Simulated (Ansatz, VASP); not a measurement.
One calculation of MgSe, two programs

Contents of INCAR:

```
SYSTEM = MgSe
ALGO     = Normal         ! electronic algorithm
EDIFF    = 1E-6           ! SCF threshold, eV
ENCUT    = 600            ! plane-wave cutoff, eV
GGA      = PE             ! functional
GGA_COMPAT= .False.      
ISIF     = 2              ! what is computed and relaxed
ISMEAR   = 0              ! smearing method
IVDW     = 13             ! dispersion correction
LASPH    = .True.         ! aspherical terms in the spheres
LCHARG   = .True.         ! write CHGCAR
LELF     = .True.         ! ELF
LREAL    = .False.        ! projectors in reciprocal space
LVHAR    = .True.       
LWAVE    = .False.        ! write WAVECAR
NBANDS   = 11             ! bands
NELM     = 120            ! most SCF steps
PREC     = Accurate       ! precision mode
SIGMA    = 0.05           ! smearing width, eV
```

File KPOINTS:

```
k-points
0
Gamma
  8 8 8
  0 0 0
```

POSCAR

```
MgSe
1.0
    0.0000000000      2.7254991651      2.7254991651
    2.7254991651      0.0000000000      2.7254991651
    2.7254991651      2.7254991651      0.0000000000
Mg Se
1 1
Direct
    0.0000000000      0.0000000000      0.0000000000
    0.5000000000      0.5000000000      0.5000000000
```

Input for Ansatz:

```yaml
crystal:
  lattice:
    - [0.0, 2.7254991651, 2.7254991651]
    - [2.7254991651, 0.0, 2.7254991651]
    - [2.7254991651, 2.7254991651, 0.0]
  atoms:
    - { symbol: Mg, position: [0.0, 0.0, 0.0] }
    - { symbol: Se, position: [0.5, 0.5, 0.5] }
basis:
  ecutwfc: 420
  ecutrho_ratio: 4
kpoints:
  mp_grid: { grid: [8, 8, 8] }
hamiltonian:
  xc: pbe
  dispersion: d4
scf:
  occupations: { method: gaussian, width: 0.05 }
output:
  forces: true
  stress: true
  eigenvalues: true
```

Alike in both runs: task single point; functional PBE; dispersion D4; k mesh 8 × 8 × 8; occupations gaussian, width 0.05 eV; no spin polarisation.

|  | VASP | Ansatz |
| --- | --- | --- |
| version | VASP 6.6.1 | Ansatz 0.2.0 |
| potentials or method | VASP PAW PBE potentials, release 64 (Mg, Se), cutoff 600 eV | scalar-relativistic, plane waves, PAW |
| valence electrons in the cell | 8 | 26 |

VASP gave:

```
gap on the k mesh at the Fermi level (eV) : 1.80
least direct gap on the mesh (eV)         : 2.60
pressure (GPa)                            : -0.4
```

Which values does Ansatz return?

gap on the k mesh at the Fermi level (eV): 1.82; least direct gap on the mesh (eV): 2.61; pressure (GPa): -0.3.

VASP's potentials hold 8 valence electrons a cell and Ansatz's 26, so a difference there can come from the potentials and not from the codes.
